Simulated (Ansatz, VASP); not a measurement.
**One calculation of ZrC, two programs**

File INCAR:

```
PREC     = Accurate       # precision mode
ENCUT    = 520            # plane-wave cutoff, eV
EDIFF    = 1E-6           # SCF threshold, eV
ISMEAR   = 0              # smearing method
SIGMA    = 0.05           # smearing width, eV
LREAL    = Auto         
LASPH    = T              # aspherical terms in the spheres
NELM     = 80             # most SCF steps
ALGO     = Normal         # electronic algorithm
ISIF     = 2              # what is computed and relaxed
LWAVE    = F              # write WAVECAR
LCHARG   = F              # write CHGCAR
GGA      = PE             # functional
NBANDS   = 78             # bands
```

The input KPOINTS:

```
Automatic mesh
0
Gamma
  4 4 4
```

POSCAR

```
ZrC
1.0
    5.8421900928      0.0000000000      0.0000000000
    0.0000000000      5.8421900928      0.0000000000
    0.0000000000      0.0000000000      5.8421900928
Zr C
8 8
Direct
    0.0000000000      0.0000000000      0.0000000000
    0.0000000000      0.0000000000      0.5000000000
    0.0000000000      0.5000000000      0.0000000000
    0.0000000000      0.5000000000      0.5000000000
    0.5000000000      0.0000000000      0.0000000000
    0.5000000000      0.0000000000      0.5000000000
    0.5000000000      0.5000000000      0.0000000000
    0.5000000000      0.5000000000      0.5000000000
    0.2500000000      0.2500000000      0.2500000000
    0.2500000000      0.2500000000      0.7500000000
    0.2500000000      0.7500000000      0.2500000000
    0.2500000000      0.7500000000      0.7500000000
    0.7500000000      0.2500000000      0.2500000000
    0.7500000000      0.2500000000      0.7500000000
    0.7500000000      0.7500000000      0.2500000000
    0.7500000000      0.7500000000      0.7500000000
```

Input for Ansatz:

```yaml
crystal:
  lattice:
    - [5.8421900928, 0.0, 0.0]
    - [0.0, 5.8421900928, 0.0]
    - [0.0, 0.0, 5.8421900928]
  atoms:
    - { symbol: Zr, position: [0.0, 0.0, 0.0] }
    - { symbol: C, position: [0.25, 0.25, 0.25] }
    - { symbol: Zr, position: [0.0, 0.0, 0.5] }
    - { symbol: C, position: [0.25, 0.25, 0.75] }
    - { symbol: Zr, position: [0.0, 0.5, 0.0] }
    - { symbol: C, position: [0.25, 0.75, 0.25] }
    - { symbol: Zr, position: [0.0, 0.5, 0.5] }
    - { symbol: C, position: [0.25, 0.75, 0.75] }
    - { symbol: Zr, position: [0.5, 0.0, 0.0] }
    - { symbol: C, position: [0.75, 0.25, 0.25] }
    - { symbol: Zr, position: [0.5, 0.0, 0.5] }
    - { symbol: C, position: [0.75, 0.25, 0.75] }
    - { symbol: Zr, position: [0.5, 0.5, 0.0] }
    - { symbol: C, position: [0.75, 0.75, 0.25] }
    - { symbol: Zr, position: [0.5, 0.5, 0.5] }
    - { symbol: C, position: [0.75, 0.75, 0.75] }
basis:
  ecutwfc: 420
  ecutrho_ratio: 4
kpoints:
  mp_grid: { grid: [4, 4, 4] }
hamiltonian:
  xc: pbe
scf:
  occupations: { method: gaussian, width: 0.05 }
output:
  forces: true
  stress: true
  eigenvalues: true
```

Alike in both runs: task single point; functional PBE; k mesh 4 × 4 × 4; occupations gaussian, width 0.05 eV; no spin polarisation.

```csv
,VASP,Ansatz
version,VASP 6.6.1,Ansatz 0.2.0
potentials or method,"VASP PAW PBE potentials, release 64 (Zr_sv, C), cutoff 520 eV","scalar-relativistic, plane waves, PAW"
valence electrons in the cell,128,128
```

```csv
,VASP,Ansatz,Ansatz less VASP
gap on the k mesh at the Fermi level (eV),none,none,-
pressure (GPa),-0.2,-0.3,-0.17
```

A gap of «none» marks a metal or a gap that the smearing closes.
